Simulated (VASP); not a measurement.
Set up this calculation in VASP 6.6.1, as the native input.

| Item | Value |
| --- | --- |
| Task | single point |
| Functional | PBEsol |
| Potentials or basis | VASP PAW PBE potentials, release 64 (Ni, Al) |
| Cutoff | 520 eV |
| k mesh | 11 × 11 × 7 |
| Occupations | fermi-dirac, width 0.05 eV |
| Spin | collinear spin, ferromagnetic start |
| Starting moments | [1.0, 0.0] μB |
| Dipole correction | no |
| Further INCAR settings | ALGO = Normal; EDIFF = 1e-06; NBANDS = 18 |

The structure of AlNi lies in POSCAR:

```
AlNi
1.0
    2.3159177421     -1.4039165606      0.0000000000
    2.3159177421      1.4039165606      0.0000000000
   -1.3654343810      0.0000000000      3.9065396629
Ni Al
1 1
Direct
    0.5000000000      0.5000000000      0.5000000000
    0.0000000000      0.0000000000      0.0000000000
```

The input as run:

INCAR

```
SYSTEM = AlNi
PREC     = Accurate       ! precision mode
ENCUT    = 520            ! plane-wave cutoff, eV
EDIFF    = 1E-6           ! SCF threshold, eV
ISMEAR   = -1             ! smearing method
SIGMA    = 0.05           ! smearing width, eV
LREAL    = .False.        ! projectors in reciprocal space
LASPH    = .True.         ! aspherical terms in the spheres
NELM     = 150            ! most SCF steps
ALGO     = Normal         ! electronic algorithm
ISIF     = 2              ! what is computed and relaxed
LWAVE    = .False.        ! write WAVECAR
LCHARG   = .False.        ! write CHGCAR
ISPIN    = 2              ! spin polarisation
MAGMOM   = 1 0            ! initial moments
LORBIT   = 11             ! projections on sites
LMAXMIX  = 4              ! l up to which the mixer works
GGA      = PS             ! functional
NBANDS   = 18             ! bands
```

KPOINTS

```
Automatic mesh
0
Gamma
  11 11 7
  0 0 0
```

Potentials or basis: VASP PAW PBE potentials, release 64 (Ni, Al).

The run is started by

```bash
$ cat potpaw_PBE.64/Ni/POTCAR potpaw_PBE.64/Al/POTCAR > POTCAR
$ mpirun -np 1 vasp_std > vasp.out
```

It gave:

```yaml
Pressure: -5.4 GPa
Net_moment: 0.00 μB per cell
Valence_electrons_inside_the_program's_atomic_spheres: Ni 9.33; Al 0.81
```

Caveat: the PAW data sets were made with another functional, which shifts forces and pressure a little.

Wall time 70 s on 1 thread of Intel(R) Xeon(R) 6975P-C (Granite Rapids), on a shared host, peak memory 0.26 GiB.
